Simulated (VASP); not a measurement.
# Lu3Si (Pm-3m) in VASP: further runs

The runs below take Lu3Si through single point, with PBE.

All numbers are computed with VASP 6.6.1; they aren't measurements. Logs are shortened: lines on timing, memory, paths and dates and some standing lists are left out, and cuts for length are marked.

**1. The cell of the first run**

The structure is cubic, space group Pm-3m (No. 221). Conventional cell: a = 4.541 Å, b = 4.541 Å, c = 4.541 Å, α = 90.00°, β = 90.00°, γ = 90.00°. Within 4.2 Å of Lu (site symmetry 4/mmm) lie 8 Lu at 3.21 Å and 4 Si at 3.21 Å. Within 4.2 Å of Si (site symmetry m-3m) lie 12 Lu at 3.21 Å.

**2. Single point, PBE**

INCAR

```
PREC = Accurate
ENCUT = 520
EDIFF = 1E-7
ISMEAR = 0
SIGMA = 0.1
LREAL = False
LASPH = True
NELM = 80
ALGO = Normal
ISIF = 2
LWAVE = False
LCHARG = False
GGA = PE
NBANDS = 48
```

KPOINTS

```
regular mesh
0
Gamma
  5 5 5
```

POSCAR

```
Lu3Si
1.0
    4.5414190000      0.0000000000      0.0000000000
    0.0000000000      4.5414190000      0.0000000000
    0.0000000000      0.0000000000      4.5414190000
Lu Si
3 1
Direct
    0.5000000000      0.5000000000      0.0000000000
    0.5000000000      0.0000000000      0.5000000000
    0.0000000000      0.5000000000      0.5000000000
    0.0000000000      0.0000000000      0.0000000000
```

Potentials or basis: VASP PAW PBE potentials, release 64 (Lu, Si).

Started as:

```
> cat potpaw_PBE.64/Lu/POTCAR potpaw_PBE.64/Si/POTCAR > POTCAR
> mpirun -np 1 vasp_std > vasp.out
```

OUTCAR:

```text
PREC = Accurate
   ENCUT = 520
   EDIFF = 1E-7
   ISMEAR = 0
   LREAL = False
   LASPH = True
   NELM = 80
   ISIF = 2
   GGA = PE

 ion  position               nearest neighbor table
   1  0.500  0.500  0.000-   2 3.21   3 3.21   4 3.21   2 3.21   3 3.21   2 3.21   4 3.21   2 3.21
                             3 3.21   4 3.21   3 3.21   4 3.21
   2  0.500  0.000  0.500-   1 3.21   3 3.21   4 3.21   1 3.21   4 3.21   1 3.21   3 3.21   1 3.21
                             3 3.21   4 3.21   4 3.21   3 3.21
   3  0.000  0.500  0.500-   1 3.21   2 3.21   4 3.21   1 3.21   4 3.21   2 3.21   4 3.21   4 3.21
                             1 3.21   2 3.21   1 3.21   2 3.21
   4  0.000  0.000  0.000-   1 3.21   2 3.21   3 3.21   2 3.21   3 3.21   1 3.21   3 3.21   3 3.21
                             1 3.21   2 3.21   2 3.21   1 3.21

  LATTYP: Found a simple cubic cell.
 ALAT       =     4.5414190000

  Lattice vectors:

 A1 = (   4.5414190000,   0.0000000000,   0.0000000000)
 A2 = (   0.0000000000,   4.5414190000,   0.0000000000)
 A3 = (   0.0000000000,   0.0000000000,   4.5414190000)

Analysis of symmetry for initial positions (statically):
=====================================================================
 Subroutine PRICEL returns:
 Original cell was already a primitive cell.

 Routine SETGRP: Setting up the symmetry group for a
 simple cubic supercell.

 Subroutine GETGRP returns: Found 48 space group operations
 (whereof 48 operations were pure point group operations)
 out of a pool of 48 trial point group operations.

The static configuration has the point symmetry O_h .

Analysis of symmetry for dynamics (positions and initial velocities):
=====================================================================
 Subroutine PRICEL returns:
 Original cell was already a primitive cell.

 Routine SETGRP: Setting up the symmetry group for a
 simple cubic supercell.

 Subroutine GETGRP returns: Found 48 space group operations
 (whereof 48 operations were pure point group operations)
 out of a pool of 48 trial point group operations.

The dynamic configuration has the point symmetry O_h .

 Subroutine INISYM returns: Found 48 space group operations
 (whereof 48 operations are pure point group operations),
 and found     1 'primitive' translations

----------------------------------------------------------------------------------------

                                     Primitive cell

  volume of cell :      93.6644

[... 76 lines left out ...]
   NELM   =     80;   NELMIN=  2; NELMDL= -5     # of ELM steps
   EDIFF  = 0.1E-06   stopping-criterion for ELM
   LREAL  =      F    real-space projection
   EDIFFG = 0.1E-05   stopping-criterion for IOM
   NSW    =      0    number of steps for IOM
   IBRION =     -1    ionic relax: 0-MD 1-quasi-New 2-CG
   NFREE  =      0    steps in history (QN), initial steepest desc. (CG)
   ISIF   =      2    stress and relaxation
   ISYM   =      2    0-nonsym 1-usesym 2-fastsym
   POTIM  = 0.5000    time-step for ionic-motion
   TEBEG  =    0.0;   TEEND  =   0.0 temperature during run
   PSTRESS=    0.0 pullay stress
   NELECT =      79.0000    total number of electrons
   NUPDOWN=      -1.0000    fix difference up-down
   EMIN   =  10.00;   EMAX   =-10.00  energy-range for DOS
   EFERMI =   0.00;   METHOD = LEGACY
   ISMEAR =     0;   SIGMA  =   0.10  broadening in eV -4-tet -1-fermi 0-gaus
   EFERMI_NEDOS =   21; number of points for ismear=-14 and -15
   IALGO  =     38    algorithm
   IMIX   =      4    mixing-type and parameters
     AMIX     =   0.40;   BMIX     =  1.00
     AMIX_MAG =   1.60;   BMIX_MAG =  1.00
  volume/ion in A,a.u.               =      23.42       158.02
  Fermi-wavevector in a.u.,A,eV,Ry     =   1.546770  2.922971 32.551886  2.392496
  Thomas-Fermi vector in A             =   2.651958
   LORBIT       =      0    0 simple, 1 ext, 2 COOP (PROOUT), +10 PAW based schemes
   GGA     = PE    functional components
   LHFCALC =     F    Hartree Fock is set to
   AEXX    =    0.0000 exact exchange contribution
   IVDW    =     0    specifies the selected vdW correction
   LEPSILON=     F    determine dielectric tensor
   LRPA    =     F    only Hartree local field effects (RPA)
 non-spin polarized calculation
 Gauss-broadening in eV      SIGMA  =   0.10
  energy-cutoff  :      520.00
  volume of cell :       93.66
 maximum number of plane-waves:      2542
 NGX is ok and might be reduce to    36
   NGX = 17   NGY = 17   NGZ = 17

 number of electron      79.0000036 magnetization

 Free energy of the ion-electron system (eV)
  ---------------------------------------------------
  ext. energy  EPLUGINS =         0.00000000
  ---------------------------------------------------
  free energy    TOTEN  =       -19.88479364 eV

  energy without entropy =      -19.86323230  energy(sigma->0) =      -19.87401297

 E-fermi :   3.7757     XC(G=0): -11.1621

 val. band max:        3.7233811834   @ k =   0.4000   0.4000   0.0000
 cond. band min:       3.8614104966   @ k =   0.4000   0.2000   0.2000
 fundamental gap:      0.1380293131
 Fermi energy:         3.7756980326

 k-point     1 :       0.0000    0.0000    0.0000
  band No.  band energies     occupation
      1     -52.4060      2.00000
      2     -52.3278      2.00000
      3     -52.3278      2.00000
      4     -23.4040      2.00000
      5     -23.4040      2.00000
      6     -23.4040      2.00000
[... 499 lines left out ...]
     47       7.0771      0.00000
     48       7.6253      0.00000

------------------------ aborting loop because EDIFF is reached ----------------------------------------

  FORCE on cell =-STRESS in cart. coord.  units (eV):
  Direction    XX          YY          ZZ          XY          YZ          ZX
  --------------------------------------------------------------------------------------
  -------------------------------------------------------------------------------------
  Total       -0.2926662     -0.2926662     -0.2926662      0.0000000      0.0000000     -0.0000000
  in kB       -5.0062026     -5.0062026     -5.0062026      0.0000000      0.0000000     -0.0000000
  external PRESSURE =      -5.0062026 kB  Pullay stress =       0.0000000 kB

 VOLUME and BASIS-vectors are now :
 -----------------------------------------------------------------------------
  energy-cutoff  :      520.00
  volume of cell :       93.66
      direct lattice vectors                 reciprocal lattice vectors
     4.541419000  0.000000000  0.000000000     0.220195494  0.000000000  0.000000000
     0.000000000  4.541419000  0.000000000     0.000000000  0.220195494  0.000000000
     0.000000000  0.000000000  4.541419000     0.000000000  0.000000000  0.220195494

 POSITION                                       TOTAL-FORCE (eV/Angst)
 -----------------------------------------------------------------------------------
      2.27071      2.27071      0.00000         0.000000      0.000000      0.000000
      2.27071      0.00000      2.27071         0.000000      0.000000      0.000000
      0.00000      2.27071      2.27071         0.000000      0.000000      0.000000
      0.00000      0.00000      0.00000         0.000000      0.000000      0.000000
 -----------------------------------------------------------------------------------
    total drift:                                0.000000      0.000000      0.000000

  FREE ENERGIE OF THE ION-ELECTRON SYSTEM (eV)
  ---------------------------------------------------
  free  energy   TOTEN  =       -19.8847936435 eV

  energy  without entropy=      -19.8632322962  energy(sigma->0) =      -19.87401297
```

Wall time 22 s (1 thread of Intel Xeon 6975P-C (Granite Rapids), shared host); peak memory 0.22 GiB.

Results:

| Quantity | Value |
| --- | --- |
| Free energy | -19.8848 eV |
| Pressure | -0.5 GPa |
| Band gap on the k mesh | zero (an odd number of electrons rules out a gap without spin polarisation) |

Caveat: spin-orbit coupling is left out, which moves the levels of the heavy elements.

**3. Single point, PBE**

INCAR

```
ALGO = Normal ; EDIFF = 1E-6
ENCUT = 520 ; GGA = PE
ISIF = 2 ; ISMEAR = 0
LASPH = True ; LCHARG = False
LREAL = False ; LWAVE = False
NBANDS = 48 ; NELM = 80
PREC = Accurate ; SIGMA = 0.1
```

KPOINTS

```
k-points
0
Gamma
  7 7 7
```

POSCAR is that of step 2.

Potentials or basis: VASP PAW PBE potentials, release 64 (Lu, Si).

Started as:

```
> cat potpaw_PBE.64/Lu/POTCAR potpaw_PBE.64/Si/POTCAR > POTCAR
> mpirun -np 1 vasp_std > vasp.out
```

Wall time 34 s (1 thread of Intel Xeon 6975P-C (Granite Rapids), shared host); peak memory 0.25 GiB.

It converged, with:

```yaml
Free_energy: -19.8915 eV
Pressure: -0.6 GPa
Band_gap_on_the_k_mesh: zero (an odd number of electrons rules out a gap without spin polarisation)
```

Levels at points of the mesh, in eV from the Fermi level:
```csv
k point,band 37,band 38,band 39,band 40,band 41,band 42,band 43,band 44
"(0.00, 0.00, 0.00)",-1.65,-0.74,-0.74,-0.74,-0.61,-0.61,-0.61,2.25
```

Caveat: spin-orbit coupling is left out, which moves the levels of the heavy elements.

**4. Single point, PBE**

INCAR

```
PREC = Accurate ; ENCUT = 520
EDIFF = 1E-6 ; ISMEAR = 0
SIGMA = 0.1 ; LREAL = False
LASPH = True ; NELM = 60
ALGO = Fast ; ISIF = 2
LWAVE = False ; LCHARG = False
GGA = PE ; NBANDS = 48
```

KPOINTS

```
regular mesh
0
Gamma
  8 8 8
```

POSCAR is that of step 3.

Started as:

```
> cat potpaw_PBE.64/Lu/POTCAR potpaw_PBE.64/Si/POTCAR > POTCAR
> mpirun -np 1 vasp_std > vasp.out
```

It took 3.6 min on 1 thread of Intel Xeon 6975P-C (Granite Rapids), shared host; peak memory 0.3 GiB.

The run converged. Its results:

```yaml
Free_energy: -19.9124 eV
Pressure: -0.6 GPa
Band_gap_on_the_k_mesh: zero (an odd number of electrons rules out a gap without spin polarisation)
```

Levels at points of the mesh, in eV from the Fermi level:
```tsv
k point	band 36	band 37	band 38	band 39	band 40	band 41	band 42	band 43	band 44	band 45
(0.00, 0.00, 0.00)	-1.64	-1.64	-0.73	-0.73	-0.73	-0.60	-0.60	-0.60	2.26	3.50
(0.50, 0.00, 0.00)	-1.96	-1.82	-1.82	0.00	0.13	1.11	1.23	1.23	1.96	1.99
(0.50, 0.50, 0.00)	-3.81	-2.16	-1.86	0.28	0.28	0.35	1.48	1.48	1.87	2.94
(0.50, 0.50, 0.50)	-2.44	-2.44	-1.93	-1.93	-1.93	0.95	2.02	2.02	2.02	3.04
```

Caveat: spin-orbit coupling is left out, which moves the levels of the heavy elements.

**5. Single point, PBE**

INCAR

```
SYSTEM = Lu3Si
  ALGO = Fast
  EDIFF = 1E-7
  ENCUT = 520
  GGA = PE
  ISIF = 2
  ISMEAR = 0
  LASPH = .TRUE.
  LCHARG = .FALSE.
  LREAL = .FALSE.
  LWAVE = .FALSE.
  NBANDS = 48
  NELM = 80
  PREC = Accurate
  SIGMA = 0.1
```

KPOINTS

```
k-points
0
G
  10 10 10
  0 0 0
```

POSCAR is that of step 4.

Potentials or basis: VASP PAW PBE potentials, release 64 (Lu, Si).

Started as:

```
> cat potpaw_PBE.64/Lu/POTCAR potpaw_PBE.64/Si/POTCAR > POTCAR
> mpirun -np 1 vasp_std > vasp.out
```

OUTCAR:

```text
SYSTEM = Lu3Si
   EDIFF = 1E-7
   ENCUT = 520
   GGA = PE
   ISIF = 2
   ISMEAR = 0
   LASPH = .TRUE.
   LREAL = .FALSE.
   NELM = 80
   PREC = Accurate

 ion  position               nearest neighbor table
   1  0.500  0.500  0.000-   2 3.21   3 3.21   4 3.21   2 3.21   3 3.21   2 3.21   4 3.21   2 3.21
                             3 3.21   4 3.21   3 3.21   4 3.21
   2  0.500  0.000  0.500-   1 3.21   3 3.21   4 3.21   1 3.21   4 3.21   1 3.21   3 3.21   1 3.21
                             3 3.21   4 3.21   4 3.21   3 3.21
[... 1431 lines left out ...]
  --------------------------------------------------------------------------------------
  -------------------------------------------------------------------------------------
  Total       -0.5760764     -0.5760764     -0.5760764     -0.0000000      0.0000000     -0.0000000
  in kB       -9.8540767     -9.8540767     -9.8540767     -0.0000000      0.0000000     -0.0000000
  external PRESSURE =      -9.8540767 kB  Pullay stress =       0.0000000 kB

 VOLUME and BASIS-vectors are now :
 -----------------------------------------------------------------------------
  energy-cutoff  :      520.00
  volume of cell :       93.66
      direct lattice vectors                 reciprocal lattice vectors
     4.541419000  0.000000000  0.000000000     0.220195494  0.000000000  0.000000000
     0.000000000  4.541419000  0.000000000     0.000000000  0.220195494  0.000000000
     0.000000000  0.000000000  4.541419000     0.000000000  0.000000000  0.220195494

 POSITION                                       TOTAL-FORCE (eV/Angst)
 -----------------------------------------------------------------------------------
      2.27071      2.27071      0.00000         0.000000      0.000000      0.000000
      2.27071      0.00000      2.27071         0.000000      0.000000      0.000000
      0.00000      2.27071      2.27071         0.000000      0.000000      0.000000
      0.00000      0.00000      0.00000         0.000000      0.000000      0.000000
 -----------------------------------------------------------------------------------
    total drift:                                0.000000      0.000000      0.000000

  FREE ENERGIE OF THE ION-ELECTRON SYSTEM (eV)
  ---------------------------------------------------
  free  energy   TOTEN  =       -19.9077856386 eV

  energy  without entropy=      -19.8905320667  energy(sigma->0) =      -19.89915885
```

OSZICAR:

```text
N       E                     dE             d eps       ncg     rms          rms(c)
DAV:   1     0.653865181495E+03    0.65387E+03   -0.26849E+04  7904   0.521E+03
DAV:   2     0.753981169429E+02   -0.57847E+03   -0.54430E+03  6968   0.888E+02
DAV:   3    -0.727414633497E+01   -0.82672E+02   -0.80141E+02  5936   0.197E+02
[... 51 lines left out ...]
RMM:  55    -0.199077852913E+02   -0.17140E-06   -0.18148E-06  5290   0.421E-03    0.989E-03
RMM:  56    -0.199077853697E+02   -0.78431E-07   -0.15290E-06  5765   0.422E-03    0.107E-02
RMM:  57    -0.199077854874E+02   -0.11769E-06   -0.13189E-06  5129   0.397E-03    0.107E-02
RMM:  58    -0.199077855550E+02   -0.67586E-07   -0.11756E-06  5764   0.398E-03    0.113E-02
RMM:  59    -0.199077856386E+02   -0.83546E-07   -0.98710E-07  5204   0.382E-03
   1 F= -.19907786E+02 E0= -.19899159E+02  d E =-.172536E-01
```

stdout:

```text
POSCAR found type information on POSCAR LuSi
[... 28 lines left out ...]
 num prob  num prob  num p
```

Run time: 7.4 min. Hardware: 1 thread of Intel Xeon 6975P-C (Granite Rapids), shared host; peak memory 0.36 GiB.

Results:

```yaml
Free_energy: -19.9078 eV
Pressure: -1.0 GPa
Band_gap_on_the_k_mesh: zero (an odd number of electrons rules out a gap without spin polarisation)
```

Caveat: spin-orbit coupling is left out, which moves the levels of the heavy elements.

**6. Summary**

```tsv
k mesh	gap on the mesh (eV)	pressure (GPa)
5 × 5 × 5	none	-0.5
7 × 7 × 7	none	-0.6
8 × 8 × 8	none	-0.6
10 × 10 × 10	none	-1.0
```

Alike in all rows: task single point; level PBE; potentials or basis VASP PAW PBE potentials, release 64 (Lu, Si); no spin polarisation; cell as given; cutoff (eV) 520; smearing gaussian 0.1 eV.

Caveats: spin-orbit coupling is left out, which moves the levels of the heavy elements.

Absolute energies hang on the potentials; compare differences alone.
